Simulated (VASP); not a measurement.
# CaS (Fm-3m) in VASP: a series of runs

CaS is run at these levels: LDA, PBEsol, PBE; tasks: single point.

Everything below comes from runs of VASP 6.6.1. Logs are shortened: lines on timing, memory, paths and dates and some standing lists are left out, and cuts for length are marked.

### Step 1. The cell of the first run

The structure is cubic, space group Fm-3m (No. 225). Conventional cell: a = 5.686 Å, b = 5.686 Å, c = 5.686 Å, α = 90.00°, β = 90.00°, γ = 90.00°. Ca (site symmetry m-3m) has 6 S at 2.84 Å within 3.7 Å. S (site symmetry m-3m) has 6 Ca at 2.84 Å within 3.7 Å.

### Step 2. Single point, LDA

File INCAR:

```
SYSTEM = CaS
  PREC = Accurate
  ENCUT = 500
  EDIFF = 1E-6
  ISMEAR = -1
  SIGMA = 0.01
  LREAL = .FALSE.
  LASPH = .TRUE.
  NELM = 120
  ALGO = Normal
  ISIF = 2
  LWAVE = .FALSE.
  LCHARG = .TRUE.
  GGA = CA
  LELF = .TRUE.
  LVHAR = .TRUE.
  NBANDS = 15
  GGA_COMPAT = .FALSE.
```

File KPOINTS:

```
regular mesh
0
G
  7 7 7
  0 0 0
```

File POSCAR:

```
CaS
1.0
    0.0000000000      2.8430000000      2.8430000000
    2.8430000000      0.0000000000      2.8430000000
    2.8430000000      2.8430000000      0.0000000000
Ca S
1 1
Direct
    0.0000000000      0.0000000000      0.0000000000
    0.5000000000      0.5000000000      0.5000000000
```

Potentials or basis: VASP PAW LDA potentials, release 64 (Ca_sv, S).

On the command line:

```
cat potpaw_LDA.64/Ca_sv/POTCAR potpaw_LDA.64/S/POTCAR > POTCAR
mpirun -np 1 vasp_std > vasp.out
```

OUTCAR:

```text
SYSTEM = CaS
   PREC = Accurate
   ENCUT = 500
   EDIFF = 1E-6
   ISMEAR = -1
   LREAL = .FALSE.
   LASPH = .TRUE.
   NELM = 120
   ISIF = 2
   GGA = CA

 ion  position               nearest neighbor table
   1  0.000  0.000  0.000-   2 2.84   2 2.84   2 2.84   2 2.84   2 2.84   2 2.84
   2  0.500  0.500  0.500-   1 2.84   1 2.84   1 2.84   1 2.84   1 2.84   1 2.84

  LATTYP: Found a face centered cubic cell.
 ALAT       =     5.6860000000

  Lattice vectors:

 A1 = (   0.0000000000,   2.8430000000,   2.8430000000)
 A2 = (   2.8430000000,   0.0000000000,   2.8430000000)
 A3 = (   2.8430000000,   2.8430000000,   0.0000000000)

Analysis of symmetry for initial positions (statically):
=====================================================================
 Subroutine PRICEL returns:
 Original cell was already a primitive cell.

 Routine SETGRP: Setting up the symmetry group for a
 face centered cubic supercell.

 Subroutine GETGRP returns: Found 48 space group operations
 (whereof 48 operations were pure point group operations)
 out of a pool of 48 trial point group operations.

The static configuration has the point symmetry O_h .

Analysis of symmetry for dynamics (positions and initial velocities):
=====================================================================
 Subroutine PRICEL returns:
 Original cell was already a primitive cell.

 Routine SETGRP: Setting up the symmetry group for a
 face centered cubic supercell.

 Subroutine GETGRP returns: Found 48 space group operations
 (whereof 48 operations were pure point group operations)
 out of a pool of 48 trial point group operations.

The dynamic configuration has the point symmetry O_h .

 Subroutine INISYM returns: Found 48 space group operations
 (whereof 48 operations are pure point group operations),
 and found     1 'primitive' translations

----------------------------------------------------------------------------------------

                                     Primitive cell

  volume of cell :      45.9579

  direct lattice vectors                    reciprocal lattice vectors
     0.000000000  2.843000000  2.843000000    -0.175870559  0.175870559  0.175870559
     2.843000000  0.000000000  2.843000000     0.175870559 -0.175870559  0.175870559
     2.843000000  2.843000000  0.000000000     0.175870559  0.175870559 -0.175870559

  length of vectors
     4.020609158  4.020609158  4.020609158     0.304616744  0.304616744  0.304616744

  position of ions in fractional coordinates (direct lattice)
     0.000000000  0.000000000  0.000000000
     0.500000000  0.500000000  0.500000000

  ion indices of the primitive-cell ions
   primitive index   ion index
                 1           1
                 2           2

----------------------------------------------------------------------------------------

 KPOINTS: regular mesh

Automatic generation of k-mesh.
 Grid dimensions read from file:
 generate k-points for:    7    7    7

 Generating k-lattice:

  Cartesian coordinates                     Fractional coordinates (reciprocal lattice)
    -0.025124366  0.025124366  0.025124366     0.142857143  0.000000000  0.000000000
     0.025124366 -0.025124366  0.025124366     0.000000000  0.142857143  0.000000000
     0.025124366  0.025124366 -0.025124366     0.000000000  0.000000000  0.142857143

  Length of vectors
     0.043516678  0.043516678  0.043516678

  Shift w.r.t. Gamma in fractional coordinates (k-lattice)
     0.000000000  0.000000000  0.000000000

 Subroutine IBZKPT returns following result:
 ===========================================

 Found     20 irreducible k-points:

 Following reciprocal coordinates:
            Coordinates               Weight
  0.000000  0.000000  0.000000      1.000000
  0.142857  0.000000  0.000000      8.000000
  0.285714  0.000000  0.000000      8.000000
  0.428571  0.000000  0.000000      8.000000
  0.142857  0.142857  0.000000      6.000000
  0.285714  0.142857  0.000000     24.000000
[... 12 lines left out ...]
 -0.428571  0.428571  0.142857     24.000000
 -0.285714  0.428571  0.142857     24.000000
   k-points           NKPTS =     20   k-points in BZ     NKDIM =     20   number of bands    NBANDS=     15
   number of dos      NEDOS =    301   number of ions     NIONS =      2
   total plane-waves  NPLWV =  27000
   dimension x,y,z NGX =    30 NGY =   30 NGZ =   30
   dimension x,y,z NGXF=    60 NGYF=   60 NGZF=   60
   ions per type =               1   1
   NGX,Y,Z   is equivalent  to a cutoff of  12.40, 12.40, 12.40 a.u.
   NGXF,Y,Z  is equivalent  to a cutoff of  24.81, 24.81, 24.81 a.u.
 SYSTEM =  CaS
   PREC   = accura    normal or accurate (medium, high low for compatibility)
   ISTART =      0    job   : 0-new  1-cont  2-samecut
   ICHARG =      2    charge: 1-file 2-atom 10-const
   ISPIN  =      1    spin polarized calculation?
   LNONCOLLINEAR =      F non collinear calculations
   LSORBIT =      F    spin-orbit coupling
   LASPH  =      T    aspherical Exc in radial PAW
   ENCUT  =  500.0 eV  36.75 Ry    6.06 a.u.   7.33  7.33  7.33*2*pi/ulx,y,z
   NELM   =    120;   NELMIN=  2; NELMDL= -5     # of ELM steps
   EDIFF  = 0.1E-05   stopping-criterion for ELM
   LREAL  =      F    real-space projection
   EDIFFG = 0.1E-04   stopping-criterion for IOM
   NSW    =      0    number of steps for IOM
   IBRION =     -1    ionic relax: 0-MD 1-quasi-New 2-CG
   NFREE  =      0    steps in history (QN), initial steepest desc. (CG)
   ISIF   =      2    stress and relaxation
   ISYM   =      2    0-nonsym 1-usesym 2-fastsym
   POTIM  = 0.5000    time-step for ionic-motion
   TEBEG  =    0.0;   TEEND  =   0.0 temperature during run
   PSTRESS=    0.0 pullay stress
   NELECT =      16.0000    total number of electrons
   NUPDOWN=      -1.0000    fix difference up-down
   EMIN   =  10.00;   EMAX   =-10.00  energy-range for DOS
   EFERMI =   0.00;   METHOD = LEGACY
   ISMEAR =    -1;   SIGMA  =   0.01  broadening in eV -4-tet -1-fermi 0-gaus
   EFERMI_NEDOS =   21; number of points for ismear=-14 and -15
   IALGO  =     38    algorithm
   IMIX   =      4    mixing-type and parameters
     AMIX     =   0.40;   BMIX     =  1.00
     AMIX_MAG =   1.60;   BMIX_MAG =  1.00
  volume/ion in A,a.u.               =      22.98       155.07
  Fermi-wavevector in a.u.,A,eV,Ry     =   1.151670  2.176340 18.045996  1.326343
  Thomas-Fermi vector in A             =   2.288326
   LORBIT       =      0    0 simple, 1 ext, 2 COOP (PROOUT), +10 PAW based schemes
   GGA     = CA    functional components
   LHFCALC =     F    Hartree Fock is set to
   AEXX    =    0.0000 exact exchange contribution
   IVDW    =     0    specifies the selected vdW correction
   LEPSILON=     F    determine dielectric tensor
   LRPA    =     F    only Hartree local field effects (RPA)
 non-spin polarized calculation
  energy-cutoff  :      500.00
  volume of cell :       45.96
 maximum number of plane-waves:      1211
 NGX is ok and might be reduce to    30
   NGX = 15   NGY = 15   NGZ = 15

 number of electron      16.0000004 magnetization

 Free energy of the ion-electron system (eV)
  ---------------------------------------------------
  ext. energy  EPLUGINS =         0.00000000
  ---------------------------------------------------
  free energy    TOTEN  =       -11.40172211 eV

  energy without entropy =      -11.40172211  energy(sigma->0) =      -11.40172211

 E-fermi :   2.8885     XC(G=0):  -9.7174

 val. band max:        2.5932636533   @ k =   0.0000   0.0000   0.0000
 cond. band min:       4.7901323931   @ k =   0.4286   0.4286   0.0000
 fundamental gap:      2.1968687398
 Fermi energy:         2.8884969794

 k-point     1 :       0.0000    0.0000    0.0000
  band No.  band energies     occupation
      1     -36.1294      2.00000
      2     -17.4080      2.00000
      3     -17.4080      2.00000
      4     -17.4080      2.00000
      5      -8.7149      2.00000
      6       2.5933      2.00000
      7       2.5933      2.00000
      8       2.5933      2.00000
      9       6.5058      0.00000
     10       6.5550      0.00000
     11       6.5550      0.00000
     12       6.5550      0.00000
     13       7.2001      0.00000
     14       7.2001      0.00000
     15      13.2384      0.00000

 k-point     2 :       0.1429    0.0000    0.0000
  band No.  band energies     occupation
      1     -36.1270      2.00000
      2     -17.4433      2.00000
      3     -17.4107      2.00000
      4     -17.4107      2.00000
      5      -8.5695      2.00000
      6       1.7318      2.00000
      7       2.2931      2.00000
      8       2.2931      2.00000
      9       6.5485      0.00000
     10       6.8540      0.00000
     11       6.8540      0.00000
     12       7.5071      0.00000
     13       7.7416      0.00000
     14       7.7416      0.00000
     15      13.4140      0.00000

 k-point     3 :       0.2857    0.0000    0.0000
  band No.  band energies     occupation
      1     -36.1216      2.00000
      2     -17.5207      2.00000
      3     -17.4168      2.00000
      4     -17.4168      2.00000
      5      -8.2211      2.00000
      6       0.3843      2.00000
      7       1.7678      2.00000
      8       1.7678      2.00000
      9       6.7659      0.00000
     10       7.5925      0.00000
     11       7.5925      0.00000
     12       8.9464      0.00000
     13       9.0021      0.00000
     14       9.0021      0.00000
     15      12.6754      0.00000

 k-point     4 :       0.4286    0.0000    0.0000
  band No.  band energies     occupation
      1     -36.1172      2.00000
      2     -17.5811      2.00000
      3     -17.4217      2.00000
      4     -17.4217      2.00000
      5      -7.9125      2.00000
      6      -0.4835      2.00000
      7       1.4319      2.00000
      8       1.4319      2.00000
      9       7.3860      0.00000
     10       8.4498      0.00000
     11       8.4498      0.00000
     12       8.7568      0.00000
     13      10.2900      0.00000
     14      10.2900      0.00000
     15      11.7660      0.00000
[... 235 lines left out ...]
 k-point    18 :      -0.4286    0.2857    0.1429
  band No.  band energies     occupation
      1     -36.1146      2.00000
      2     -17.5442      2.00000
      3     -17.4692      2.00000
      4     -17.4390      2.00000
      5      -7.9375      2.00000
      6       0.0266      2.00000
      7       1.0544      2.00000
      8       1.3867      2.00000
      9       6.9598      0.00000
     10       8.0375      0.00000
     11       8.6578      0.00000
     12       8.9400      0.00000
     13       9.5719      0.00000
     14      10.7109      0.00000
     15      11.5250      0.00000

 k-point    19 :      -0.4286    0.4286    0.1429
  band No.  band energies     occupation
      1     -36.1132      2.00000
      2     -17.5290      2.00000
      3     -17.4732      2.00000
      4     -17.4605      2.00000
      5      -7.9988      2.00000
      6       0.3256      2.00000
      7       1.2937      2.00000
      8       1.3357      2.00000
      9       5.8225      0.00000
     10       8.2864      0.00000
     11       8.5925      0.00000
     12       9.1906      0.00000
     13       9.2823      0.00000
     14       9.7616      0.00000
     15      12.1812      0.00000

 k-point    20 :      -0.2857    0.4286    0.1429
  band No.  band energies     occupation
      1     -36.1129      2.00000
      2     -17.5078      2.00000
      3     -17.5068      2.00000
      4     -17.4567      2.00000
      5      -7.9415      2.00000
      6       0.5712      2.00000
      7       0.6622      2.00000
      8       1.2648      2.00000
      9       6.8129      0.00000
     10       7.7749      0.00000
     11       8.6233      0.00000
     12       8.9920      0.00000
     13       9.1451      0.00000
     14      11.1750      0.00000
     15      12.3922      0.00000

------------------------ aborting loop because EDIFF is reached ----------------------------------------

  FORCE on cell =-STRESS in cart. coord.  units (eV):
  Direction    XX          YY          ZZ          XY          YZ          ZX
  --------------------------------------------------------------------------------------
  -------------------------------------------------------------------------------------
  Total       -1.0460270     -1.0460270     -1.0460270      0.0000000      0.0000000      0.0000000
  in kB      -36.4664025    -36.4664025    -36.4664025      0.0000000      0.0000000      0.0000000
  external PRESSURE =     -36.4664025 kB  Pullay stress =       0.0000000 kB

 VOLUME and BASIS-vectors are now :
 -----------------------------------------------------------------------------
  energy-cutoff  :      500.00
  volume of cell :       45.96
      direct lattice vectors                 reciprocal lattice vectors
     0.000000000  2.843000000  2.843000000    -0.175870559  0.175870559  0.175870559
     2.843000000  0.000000000  2.843000000     0.175870559 -0.175870559  0.175870559
     2.843000000  2.843000000  0.000000000     0.175870559  0.175870559 -0.175870559

 POSITION                                       TOTAL-FORCE (eV/Angst)
 -----------------------------------------------------------------------------------
      0.00000      0.00000      0.00000         0.000000     -0.000000     -0.000000
      2.84300      2.84300      2.84300        -0.000000      0.000000      0.000000
 -----------------------------------------------------------------------------------
    total drift:                               -0.000000      0.000000      0.000000

  FREE ENERGIE OF THE ION-ELECTRON SYSTEM (eV)
  ---------------------------------------------------
  free  energy   TOTEN  =       -11.4017221101 eV

  energy  without entropy=      -11.4017221101  energy(sigma->0) =      -11.40172211
```

It took 7.8 s on 1 thread of Intel Xeon Platinum 8559C (Emerald Rapids), shared host; peak memory 0.14 GiB.

Results:

```yaml
Free_energy: -11.4017 eV
Pressure: -3.6 GPa
Band_gap_on_the_k_mesh: 2.20 eV, indirect (least direct gap 3.00 eV)
```

(Continued in part 2 of 2.)
